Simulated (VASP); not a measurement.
# La2O3 (P-3m1) in VASP: a series of runs

The runs below take La2O3 through single point, with PBE0, PBE.

Program: VASP 6.6.1. These are calculated values, not measurements. Logs are shortened: lines on timing, memory, paths and dates and some standing lists are left out, and cuts for length are marked.

### 1 The cell of the first run

It takes space group P-3m1 (No. 164, trigonal). The conventional cell has a = 3.935 Å, b = 3.935 Å, c = 6.126 Å, α = 90.00°, β = 90.00°, γ = 120.00°. La (site symmetry 3m) has 7 O at 2.37 to 2.73 Å within 3.1 Å. O (site symmetry 3m) has 4 La at 2.37 to 2.45 Å and 6 O at 2.89 to 3.14 Å within 3.2 Å. Within 3.6 Å of O (site symmetry -3m) lie 6 La at 2.73 Å and 6 O at 3.14 Å.

### 2 Single point, PBE0

Input file POSCAR:

```
La2O3
1.0
    3.9351015402      0.0000000000      0.0000000000
   -1.9675507701      3.4078979003      0.0000000000
    0.0000000000      0.0000000000      6.1262271608
La O
2 3
Direct
    0.6666666667      0.3333333333      0.7538431652
    0.3333333333      0.6666666667      0.2461568348
    0.6666666667      0.3333333333      0.3538862911
    0.3333333333      0.6666666667      0.6461137089
    0.0000000000      0.0000000000      0.0000000000
```

Input file INCAR.step1:

```
SYSTEM = La2O3
PREC = Accurate ; ENCUT = 520
EDIFF = 1E-5 ; ISMEAR = 0
SIGMA = 0.01 ; LREAL = .FALSE.
LASPH = .TRUE. ; NELM = 60
ALGO = Normal ; ISIF = 2
LWAVE = .TRUE. ; GGA = PE
NBANDS = 28 ; LUSENCCL = .FALSE.
```

Input file INCAR.step2:

```
SYSTEM = La2O3
PREC = Accurate ; ENCUT = 520
EDIFF = 1E-6 ; ISMEAR = 0
SIGMA = 0.01 ; LREAL = .FALSE.
LASPH = .TRUE. ; NELM = 60
ALGO = Normal ; ISIF = 2
LWAVE = .FALSE. ; LCHARG = .TRUE.
GGA = PE ; LHFCALC = .TRUE.
AEXX = 0.25 ; PRECFOCK = Fast
LELF = .TRUE. ; LVHAR = .TRUE.
ISTART = 1 ; NBANDS = 28
LUSENCCL = .FALSE.
```

Input file KPOINTS:

```
Automatic mesh
0
G
  6 6 2
  0 0 0
```

Potentials or basis: VASP PAW PBE potentials, release 64 (La, O).

The run is started by

```sh
$ cat potpaw_PBE.64/La/POTCAR potpaw_PBE.64/O/POTCAR > POTCAR
$ cp INCAR.step1 INCAR
$ mpirun -np 1 vasp_std > vasp.out
$ cp INCAR.step2 INCAR
$ mpirun -np 1 vasp_std > vasp.out
```

OUTCAR:

```text
SYSTEM = La2O3
   PREC = Accurate
   ENCUT = 520
   EDIFF = 1E-6
   ISMEAR = 0
   LREAL = .FALSE.
   LASPH = .TRUE.
   NELM = 60
   ISIF = 2
   GGA = PE
   LHFCALC = .TRUE.
   AEXX = 0.25
   PRECFOCK = Fast
   ISTART = 1

 ion  position               nearest neighbor table
   1  0.667  0.333  0.754-   4 2.37   4 2.37   4 2.37   3 2.45   5 2.73   5 2.73   5 2.73
   2  0.333  0.667  0.246-   3 2.37   3 2.37   3 2.37   4 2.45   5 2.73   5 2.73   5 2.73
   3  0.667  0.333  0.354-   2 2.37   2 2.37   2 2.37   1 2.45
   4  0.333  0.667  0.646-   1 2.37   1 2.37   1 2.37   2 2.45
   5  0.000  0.000  0.000-   1 2.73   2 2.73   1 2.73   2 2.73   1 2.73   2 2.73

  LATTYP: Found a hexagonal cell.
 ALAT       =     3.9351015402
 C/A-ratio  =     1.5568155226

  Lattice vectors:

 A1 = (   3.9351015402,   0.0000000000,   0.0000000000)
 A2 = (  -1.9675507701,   3.4078979003,   0.0000000000)
 A3 = (   0.0000000000,   0.0000000000,   6.1262271608)

Analysis of symmetry for initial positions (statically):
=====================================================================
 Subroutine PRICEL returns:
 Original cell was already a primitive cell.

 Routine SETGRP: Setting up the symmetry group for a
 hexagonal supercell.

 Subroutine GETGRP returns: Found 12 space group operations
 (whereof 12 operations were pure point group operations)
 out of a pool of 24 trial point group operations.

The static configuration has the point symmetry D_3d.

Analysis of symmetry for dynamics (positions and initial velocities):
=====================================================================
 Subroutine PRICEL returns:
 Original cell was already a primitive cell.

 Routine SETGRP: Setting up the symmetry group for a
 hexagonal supercell.

 Subroutine GETGRP returns: Found 12 space group operations
 (whereof 12 operations were pure point group operations)
 out of a pool of 24 trial point group operations.

The dynamic configuration has the point symmetry D_3d.

 Subroutine INISYM returns: Found 12 space group operations
 (whereof 12 operations are pure point group operations),
 and found     1 'primitive' translations

----------------------------------------------------------------------------------------

                                     Primitive cell

  volume of cell :      82.1553

  direct lattice vectors                    reciprocal lattice vectors
     3.935101540  0.000000000  0.000000000     0.254123049  0.146718011 -0.000000000
    -1.967550770  3.407897900  0.000000000     0.000000000  0.293436021  0.000000000
     0.000000000  0.000000000  6.126227161     0.000000000 -0.000000000  0.163232602

  length of vectors
     3.935101540  3.935101540  6.126227161     0.293436021  0.293436021  0.163232602

  position of ions in fractional coordinates (direct lattice)
     0.666666667  0.333333333  0.753843165
     0.333333333  0.666666667  0.246156835
     0.666666667  0.333333333  0.353886291
     0.333333333  0.666666667  0.646113709
     0.000000000  0.000000000  0.000000000

  ion indices of the primitive-cell ions
   primitive index   ion index
                 1           1
                 2           2
                 3           3
                 4           4
                 5           5

----------------------------------------------------------------------------------------

 KPOINTS: Automatic mesh

Automatic generation of k-mesh.
 Grid dimensions read from file:
 generate k-points for:    6    6    2

 Generating k-lattice:

  Cartesian coordinates                     Fractional coordinates (reciprocal lattice)
     0.042353841  0.024453002 -0.000000000     0.166666667  0.000000000  0.000000000
     0.000000000  0.048906004  0.000000000     0.000000000  0.166666667  0.000000000
     0.000000000 -0.000000000  0.081616301     0.000000000  0.000000000  0.500000000

  Length of vectors
     0.048906004  0.048906004  0.081616301

  Shift w.r.t. Gamma in fractional coordinates (k-lattice)
     0.000000000  0.000000000  0.000000000

 Subroutine IBZKPT returns following result:
 ===========================================

 Found     14 irreducible k-points:

 Following reciprocal coordinates:
            Coordinates               Weight
  0.000000  0.000000  0.000000      1.000000
  0.166667  0.000000  0.000000      6.000000
  0.333333  0.000000  0.000000      6.000000
  0.500000  0.000000  0.000000      3.000000
  0.166667  0.166667  0.000000      6.000000
  0.333333  0.166667  0.000000     12.000000
  0.333333  0.333333  0.000000      2.000000
  0.000000  0.000000  0.500000      1.000000
  0.166667  0.000000  0.500000      6.000000
  0.333333  0.000000  0.500000      6.000000
  0.500000  0.000000  0.500000      3.000000
  0.166667  0.166667  0.500000      6.000000
  0.333333  0.166667  0.500000     12.000000
  0.333333  0.333333  0.500000      2.000000
   k-points           NKPTS =     14   k-points in BZ     NKDIM =     72   number of bands    NBANDS=     28
   number of dos      NEDOS =    301   number of ions     NIONS =      5
   total plane-waves  NPLWV =  43200
   dimension x,y,z NGX =    30 NGY =   30 NGZ =   48
   dimension x,y,z NGXF=    60 NGYF=   60 NGZF=   96
   ions per type =               2   3
   NGX,Y,Z   is equivalent  to a cutoff of  12.67, 12.67, 13.03 a.u.
   NGXF,Y,Z  is equivalent  to a cutoff of  25.35, 25.35, 26.05 a.u.
 SYSTEM =  La2O3
   PREC   = accura    normal or accurate (medium, high low for compatibility)
   ISTART =      1    job   : 0-new  1-cont  2-samecut
   ICHARG =      0    charge: 1-file 2-atom 10-const
   ISPIN  =      1    spin polarized calculation?
   LNONCOLLINEAR =      F non collinear calculations
   LSORBIT =      F    spin-orbit coupling
   LASPH  =      T    aspherical Exc in radial PAW
   ENCUT  =  520.0 eV  38.22 Ry    6.18 a.u.   7.32  7.32 11.39*2*pi/ulx,y,z
   NELM   =     60;   NELMIN=  2; NELMDL=  0     # of ELM steps
   EDIFF  = 0.1E-05   stopping-criterion for ELM
   LREAL  =      F    real-space projection
   EDIFFG = 0.1E-04   stopping-criterion for IOM
   NSW    =      0    number of steps for IOM
   IBRION =     -1    ionic relax: 0-MD 1-quasi-New 2-CG
   NFREE  =      0    steps in history (QN), initial steepest desc. (CG)
   ISIF   =      2    stress and relaxation
   ISYM   =      3    0-nonsym 1-usesym 2-fastsym
   POTIM  = 0.5000    time-step for ionic-motion
   TEBEG  =    0.0;   TEEND  =   0.0 temperature during run
   PSTRESS=    0.0 pullay stress
   NELECT =      40.0000    total number of electrons
   NUPDOWN=      -1.0000    fix difference up-down
   EMIN   =  10.00;   EMAX   =-10.00  energy-range for DOS
   EFERMI =   0.00;   METHOD = LEGACY
   ISMEAR =     0;   SIGMA  =   0.01  broadening in eV -4-tet -1-fermi 0-gaus
   EFERMI_NEDOS =   21; number of points for ismear=-14 and -15
   IALGO  =     38    algorithm
   IMIX   =      1    mixing-type and parameters
     AMIX     =   0.40;   BMIX     =  1.00
     AMIX_MAG =   1.60;   BMIX_MAG =  1.00
  volume/ion in A,a.u.               =      16.43       110.88
  Fermi-wavevector in a.u.,A,eV,Ry     =   1.287902  2.433783 22.567883  1.658693
  Thomas-Fermi vector in A             =   2.419889
   LORBIT       =      0    0 simple, 1 ext, 2 COOP (PROOUT), +10 PAW based schemes
   GGA     = PE    functional components
   LHFCALC =     T    Hartree Fock is set to
   PRECFOCK=fast      Normal, Fast or Accurate (Low or Medium for compatibility)
   ENCUT4O =  -1.0   cutoff for four orbital integrals eV
   NKREDX  =     1    reduce k-point grid by
   NKREDY  =     1    reduce k-point grid by
   NKREDZ  =     1    reduce k-point grid by
   AEXX    =    0.2500 exact exchange contribution
   HFSCREEN=    0.0000 screening length (either q_TF or 0.3 A-1)
   HFSCREENC=   0.0000 screening length for correlation (either q_TF or 0.3 A-1)
   ENCUTFOCK=  -1.0 apply spherical cutoff to Coloumb kernel
   IVDW    =     0    specifies the selected vdW correction
   LEPSILON=     F    determine dielectric tensor
   LRPA    =     F    only Hartree local field effects (RPA)
 non-spin polarized calculation
 Gauss-broadening in eV      SIGMA  =   0.01
  energy-cutoff  :      520.00
  volume of cell :       82.16
 maximum number of plane-waves:      2227
 NGX is ok and might be reduce to    30
  NGX = 16; NGY = 16; NGZ = 24

 number of electron      39.9999991 magnetization

 Free energy of the ion-electron system (eV)
  ---------------------------------------------------
  ext. energy  EPLUGINS =         0.00000000
  ---------------------------------------------------
  free energy    TOTEN  =       -51.25990353 eV

  energy without entropy =      -51.25990353  energy(sigma->0) =      -51.25990353

 E-fermi :   4.6987     XC(G=0):  -8.2251

 val. band max:        4.5933150417   @ k =   0.5000   0.0000   0.5000
 cond. band min:      10.6355068980   @ k =   0.3333   0.3333   0.0000
 fundamental gap:      6.0421918563
 Fermi energy:         4.6987272542

 k-point     1 :       0.0000    0.0000    0.0000
  band No.  band energies     occupation
      1     -27.1784      2.00000
      2     -26.9137      2.00000
      3     -13.8263      2.00000
      4     -12.6481      2.00000
      5     -12.1752      2.00000
      6      -9.4913      2.00000
[... 20 lines left out ...]
     27      13.7319      0.00000
     28      13.9048      0.00000

 k-point     2 :       0.1667    0.0000    0.0000
  band No.  band energies     occupation
      1     -27.1277      2.00000
      2     -26.8931      2.00000
      3     -13.8521      2.00000
      4     -13.0773      2.00000
      5     -12.4254      2.00000
      6      -9.6078      2.00000
[... 20 lines left out ...]
     27      13.6476      0.00000
     28      13.8237      0.00000

 k-point     3 :       0.3333    0.0000    0.0000
  band No.  band energies     occupation
      1     -27.0143      2.00000
      2     -26.8608      2.00000
      3     -14.0650      2.00000
      4     -13.7978      2.00000
      5     -12.4553      2.00000
      6      -9.8099      2.00000
[... 20 lines left out ...]
     27      13.6802      0.00000
     28      13.8039      0.00000

 k-point     4 :       0.5000    0.0000    0.0000
  band No.  band energies     occupation
      1     -26.9429      2.00000
      2     -26.8577      2.00000
      3     -14.1830      2.00000
      4     -14.1530      2.00000
      5     -12.2914      2.00000
      6     -10.1631      2.00000
[... 20 lines left out ...]
     27      13.5579      0.00000
     28      13.6780      0.00000

 k-point     5 :       0.1667    0.1667    0.0000
  band No.  band energies     occupation
      1     -27.0450      2.00000
      2     -26.8669      2.00000
      3     -13.9930      2.00000
      4     -13.5851      2.00000
      5     -12.5696      2.00000
      6      -9.8742      2.00000
[... 20 lines left out ...]
     27      13.6482      0.00000
     28      13.8817      0.00000

 k-point     6 :       0.3333    0.1667    0.0000
  band No.  band energies     occupation
      1     -26.9444      2.00000
      2     -26.8565      2.00000
      3     -14.1805      2.00000
      4     -14.0510      2.00000
      5     -12.5119      2.00000
      6     -10.0843      2.00000
[... 153 lines left out ...]
      5     -12.1615      2.00000
      6      -9.6881      2.00000
[... 20 lines left out ...]
     27      13.6478      0.00000
     28      13.6936      0.00000

 k-point    12 :       0.1667    0.1667    0.5000
  band No.  band energies     occupation
      1     -26.9687      2.00000
      2     -26.9450      2.00000
      3     -14.0633      2.00000
      4     -13.6871      2.00000
      5     -12.2941      2.00000
      6      -9.7174      2.00000
[... 20 lines left out ...]
     27      13.7182      0.00000
     28      13.7612      0.00000

 k-point    13 :       0.3333    0.1667    0.5000
  band No.  band energies     occupation
      1     -26.9069      2.00000
      2     -26.8933      2.00000
      3     -14.3000      2.00000
      4     -14.0935      2.00000
      5     -12.3796      2.00000
      6      -9.9322      2.00000
[... 20 lines left out ...]
     27      13.7157      0.00000
     28      13.8103      0.00000

 k-point    14 :       0.3333    0.3333    0.5000
  band No.  band energies     occupation
      1     -26.8811      2.00000
      2     -26.8811      2.00000
      3     -14.2505      2.00000
      4     -14.2505      2.00000
      5     -12.6062      2.00000
      6     -10.1509      2.00000
[... 20 lines left out ...]
     27      13.7722      0.00000
     28      13.8353      0.00000

------------------------ aborting loop because EDIFF is reached ----------------------------------------

  FORCE on cell =-STRESS in cart. coord.  units (eV):
  Direction    XX          YY          ZZ          XY          YZ          ZX
  --------------------------------------------------------------------------------------
  -------------------------------------------------------------------------------------
  Total       -0.8779483     -0.8779483     -0.4440139      0.0000000     -0.0000000     -0.0000000
  in kB      -17.1215833    -17.1215833     -8.6590751      0.0000000     -0.0000000     -0.0000000
  external PRESSURE =     -14.3007472 kB  Pullay stress =       0.0000000 kB

 VOLUME and BASIS-vectors are now :
 -----------------------------------------------------------------------------
  energy-cutoff  :      520.00
  volume of cell :       82.16
      direct lattice vectors                 reciprocal lattice vectors
     3.935101540  0.000000000  0.000000000     0.254123049  0.146718011 -0.000000000
    -1.967550770  3.407897900  0.000000000     0.000000000  0.293436021  0.000000000
     0.000000000  0.000000000  6.126227161     0.000000000 -0.000000000  0.163232602

 POSITION                                       TOTAL-FORCE (eV/Angst)
 -----------------------------------------------------------------------------------
      1.96755      1.13597      4.61821        -0.000000     -0.000000     -0.185933
     -0.00000      2.27193      1.50801        -0.000000      0.000000      0.185933
      1.96755      1.13597      2.16799         0.000000     -0.000000     -0.025047
     -0.00000      2.27193      3.95824        -0.000000      0.000000      0.025047
      0.00000      0.00000      0.00000         0.000000     -0.000000      0.000000
 -----------------------------------------------------------------------------------
    total drift:                                0.000016     -0.000005      0.000035

  FREE ENERGIE OF THE ION-ELECTRON SYSTEM (eV)
  ---------------------------------------------------
  free  energy   TOTEN  =       -51.2599035270 eV

  energy  without entropy=      -51.2599035270  energy(sigma->0) =      -51.25990353
```

Run time: 17 min. Hardware: 1 × NVIDIA H100 80GB with 1 thread of Intel Xeon Platinum 8481C at 2.70GHz (Sapphire Rapids), shared host; peak memory 1.2 GiB.

What came out:

```
Free energy            : -51.2599 eV
Pressure               : -1.4 GPa
Largest force          : 0.186 eV/Å
Band gap on the k mesh : 6.04 eV (least direct gap 6.17 eV)
```

Forces in eV/Å, atoms in the order of the input:
```
La   0.000  0.000 -0.186
La   0.000  0.000  0.186
O    0.000  0.000 -0.025
O    0.000  0.000  0.025
O    0.000  0.000  0.000
```

Levels at points of the mesh, in eV from the valence-band top:
```tsv
k point	band 17	band 18	band 19	band 20	band 21	band 22	band 23	band 24
(0.00, 0.00, 0.00)	-1.80	-0.38	-0.38	-0.09	6.80	7.00	7.00	7.45
(0.50, 0.00, 0.00)	-0.76	-0.70	-0.46	-0.31	6.15	7.69	7.93	8.51
(0.00, 0.00, 0.50)	-1.03	-0.84	-0.29	-0.29	7.41	7.41	7.71	7.80
(0.50, 0.00, 0.50)	-1.03	-0.79	-0.39	0.00	7.02	7.20	8.60	8.68
```

Caveat: the k points lie up to 0.51 Å⁻¹ apart; the PAW data sets were made with another functional, which shifts forces and pressure a little; spin-orbit coupling is left out, which moves the levels of the heavy elements.

### 3 Single point, PBE, non-collinear spin, zero start, spin-orbit coupling

Input file INCAR:

```
SYSTEM = La2O3
PREC = Accurate ; ENCUT = 520
EDIFF = 1E-6 ; ISMEAR = 0
SIGMA = 0.01 ; LREAL = .FALSE.
LASPH = .TRUE. ; NELM = 150
ALGO = Normal ; ISIF = 2
LWAVE = .FALSE. ; LCHARG = .FALSE.
MAGMOM = 0 0 0 0 0 0 0 0 0 0 0 0 0 0 0 ; LORBIT = 11
LSORBIT = .TRUE. ; GGA_COMPAT = .FALSE.
LORBMOM = .TRUE. ; LMAXMIX = 6
GGA = PE ; NBANDS = 55
```

Input file KPOINTS:

```
regular mesh
0
G
  12 12 4
  0 0 0
```

POSCAR is that of step 2.

Potentials or basis: VASP PAW PBE potentials, release 64 (La, O).

The run is started by

```sh
$ cat potpaw_PBE.64/La/POTCAR potpaw_PBE.64/O/POTCAR > POTCAR
$ mpirun -np 1 vasp_ncl > vasp.out
```

OUTCAR:

```text
SYSTEM = La2O3
   PREC = Accurate
   ENCUT = 520
   EDIFF = 1E-6
   ISMEAR = 0
   LREAL = .FALSE.
   LASPH = .TRUE.
   NELM = 150
   ISIF = 2
   LORBIT = 11
   LSORBIT = .TRUE.
   GGA = PE

 ion  position               nearest neighbor table
   1  0.667  0.333  0.754-   4 2.37   4 2.37   4 2.37   3 2.45   5 2.73   5 2.73   5 2.73
   2  0.333  0.667  0.246-   3 2.37   3 2.37   3 2.37   4 2.45   5 2.73   5 2.73   5 2.73
   3  0.667  0.333  0.354-   2 2.37   2 2.37   2 2.37   1 2.45
   4  0.333  0.667  0.646-   1 2.37   1 2.37   1 2.37   2 2.45
   5  0.000  0.000  0.000-   1 2.73   2 2.73   1 2.73   2 2.73   1 2.73   2 2.73

  LATTYP: Found a hexagonal cell.
[... 1716 lines left out ...]
--------------------------------------------------
    1        2.019   5.699   0.641   0.242   8.601
    2        2.019   5.699   0.641   0.242   8.601
    3        1.570   3.463   0.000   0.000   5.033
    4        1.570   3.463   0.000   0.000   5.033
    5        1.557   3.378   0.000   0.000   4.935
--------------------------------------------------
tot          8.733  21.702   1.282   0.484  32.201

 magnetization (x)

# of ion       s       p       d       f       tot
--------------------------------------------------
    1        0.000   0.000   0.000   0.000   0.000
    2        0.000   0.000   0.000   0.000   0.000
    3        0.000  -0.000   0.000   0.000  -0.000
    4        0.000  -0.000   0.000   0.000   0.000
    5        0.000   0.000   0.000   0.000   0.000
--------------------------------------------------
tot          0.000  -0.000   0.000   0.000  -0.000

 magnetization (y)

# of ion       s       p       d       f       tot
--------------------------------------------------
    1        0.000  -0.000   0.000   0.000   0.000
    2       -0.000   0.000   0.000   0.000   0.000
    3        0.000   0.000   0.000   0.000   0.000
    4       -0.000   0.000   0.000   0.000  -0.000
    5        0.000  -0.000   0.000   0.000   0.000
--------------------------------------------------
tot          0.000  -0.000   0.000   0.000   0.000

 magnetization (z)

# of ion       s       p       d       f       tot
--------------------------------------------------
    1        0.000   0.000   0.000   0.000   0.000
    2        0.000   0.000   0.000   0.000   0.000
    3        0.000   0.000   0.000   0.000   0.000
    4        0.000   0.000   0.000   0.000   0.000
    5        0.000   0.000   0.000   0.000   0.000
--------------------------------------------------
tot          0.000   0.000   0.000   0.000   0.000
```

stdout:

```text
POSCAR found type information on POSCAR LaO
 POSCAR found :  2 types and       5 ions
 scaLAPACK will be used
 LDA part: xc-table for (Slater+PW92), standard interpolation
 POSCAR, INCAR and KPOINTS ok, starting setup
 FFT: planning ... GRIDC
 FFT: planning ... GRID_SOFT
 FFT: planning ... GRID
 WAVECAR not read
 entering main loop
```

It took 28 min on 1 thread of Oxide Virtual Turin-like, shared host; peak memory 0.63 GiB.

Results:

```yaml
Free_energy: -42.3948 eV
Pressure: 1.0 GPa
Largest_force: 0.038 eV/Å
Net_moment: 0.00 μB per cell
Valence_electrons_inside_the_program's_atomic_spheres: La 8.60; O 5.03, 4.93 (each value once)
```

Forces in eV/Å, atoms in the order of the input:
```
La   0.000  0.000 -0.038
La   0.000  0.000  0.038
O    0.000  0.000 -0.004
O    0.000  0.000  0.004
O    0.000  0.000  0.000
```

Moments on the atoms (μB; x, y, z):
```
La  0.00 0.00 0.00
La  0.00 0.00 0.00
O   0.00 0.00 0.00
O   0.00 0.00 0.00
O   0.00 0.00 0.00
```
